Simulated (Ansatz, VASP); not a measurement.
**One calculation of HfO2, two programs**

File INCAR:

```
SYSTEM = HfO2
PREC = Accurate
ENCUT = 520
EDIFF = 1E-6
ISMEAR = 0
SIGMA = 0.05
LREAL = .False.
LASPH = .True.
NELM = 100
ALGO = Normal
ISIF = 2
LWAVE = .False.
LCHARG = .False.
GGA = PS
NBANDS = 18
```

Contents of KPOINTS:

```
Automatic mesh
0
Gamma
  8 8 8
  0 0 0
```

File POSCAR:

```
HfO2
1.0
    0.0000000000      2.3793747739      2.3793747739
    2.3793747739      0.0000000000      2.3793747739
    2.3793747739      2.3793747739      0.0000000000
Hf O
1 2
Direct
    0.0000000000      0.0000000000      0.0000000000
    0.2500000000      0.2500000000      0.2500000000
    0.7500000000      0.7500000000      0.7500000000
```

Input for Ansatz:

```yaml
crystal:
  lattice:
    - [0.0, 2.3793747739, 2.3793747739]
    - [2.3793747739, 0.0, 2.3793747739]
    - [2.3793747739, 2.3793747739, 0.0]
  atoms:
    - { symbol: Hf, position: [0.0, 0.0, 0.0] }
    - { symbol: O, position: [0.25, 0.25, 0.25] }
    - { symbol: O, position: [0.75, 0.75, 0.75] }
basis:
  ecutwfc: 420
  ecutrho_ratio: 4
kpoints:
  mp_grid: { grid: [8, 8, 8] }
hamiltonian:
  xc: pbesol
scf:
  occupations: { method: gaussian, width: 0.05 }
output:
  forces: true
  stress: true
  eigenvalues: true
```

Alike in both runs: task single point; functional PBEsol; k mesh 8 × 8 × 8; occupations gaussian, width 0.05 eV; no spin polarisation.

|  | VASP | Ansatz |
| --- | --- | --- |
| version | VASP 6.6.1 | Ansatz 0.2.0 |
| potentials or method | VASP PAW PBE potentials, release 64 (Hf_pv, O), cutoff 520 eV | scalar-relativistic, plane waves, PAW |
| valence electrons in the cell | 22 | 38 |

```csv
,VASP,Ansatz,Ansatz less VASP
gap on the k mesh at the Fermi level (eV),4.15,4.06,-0.087
least direct gap on the mesh (eV),4.15,4.06,-0.091
```

VASP's potentials were made for PBE, not for PBEsol. With one functional, cell and mesh, what is left measures potentials, basis and numerics. VASP's potentials hold 22 valence electrons a cell and Ansatz's 38, so a difference there can come from the potentials and not from the codes.

Neither program's run includes spin-orbit coupling.
